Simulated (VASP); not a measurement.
Wanted: the native input for a VASP 6.6.1 run.

* Task: single point
* Functional: PBE
* Potentials or basis: VASP PAW PBE potentials, release 64 (Sr_sv)
* Cutoff: 520 eV
* k mesh: 12 × 12 × 6
* Occupations: gaussian, width 0.15 eV
* Spin: no spin polarisation
* Dipole correction: no
* Further INCAR settings: ALGO = Fast; EDIFF = 1e-07; NBANDS = 17

The structure of Sr lies in POSCAR:

```
Sr
1.0
    4.4277974547      0.0000000000      0.0000000000
   -2.2138987273      3.4280266606      0.0000000000
    0.0000000000      0.0000000000      7.2587820429
Sr
2
Direct
    0.3333333333      0.6666666667      0.2500000000
    0.6666666667      0.3333333333      0.7500000000
```

This cell differs from its parent crystal: strain +e along x and -e along y +0.0550, strain +e along z and -e/2 along x and y +0.0350.

These files were run (other wordings do the same):

INCAR

```
PREC     = Accurate       # precision mode
ENCUT    = 520            # plane-wave cutoff, eV
EDIFF    = 1E-7           # SCF threshold, eV
ISMEAR   = 0              # smearing method
SIGMA    = 0.15           # smearing width, eV
LREAL    = False          # projectors in reciprocal space
LASPH    = True           # aspherical terms in the spheres
NELM     = 80             # most SCF steps
ALGO     = Fast           # electronic algorithm
ISIF     = 2              # what is computed and relaxed
LWAVE    = False          # write WAVECAR
LCHARG   = False          # write CHGCAR
GGA      = PE             # functional
NBANDS   = 17             # bands
```

KPOINTS

```
regular mesh
0
Gamma
  12 12 6
```

Potentials or basis: VASP PAW PBE potentials, release 64 (Sr_sv).

Command:

```console
$ cat potpaw_PBE.64/Sr_sv/POTCAR > POTCAR
$ mpirun -np 1 vasp_std > vasp.out
```

Results of the run:

| Quantity | Value |
| --- | --- |
| Pressure | 0.1 GPa |
| Largest force | 0.081 eV/Å |
| Band gap on the k mesh | zero (bands 10 and 11 overlap by 0.30 eV) |

Caveat: the cell differs from its parent crystal (strain +e along x and -e along y +0.0550, strain +e along z and -e/2 along x and y +0.0350).

Wall time 2.7 min on 1 thread of AMD EPYC 9R45 96-Core Processor (Zen 5) (shared host), peak memory 0.39 GiB.
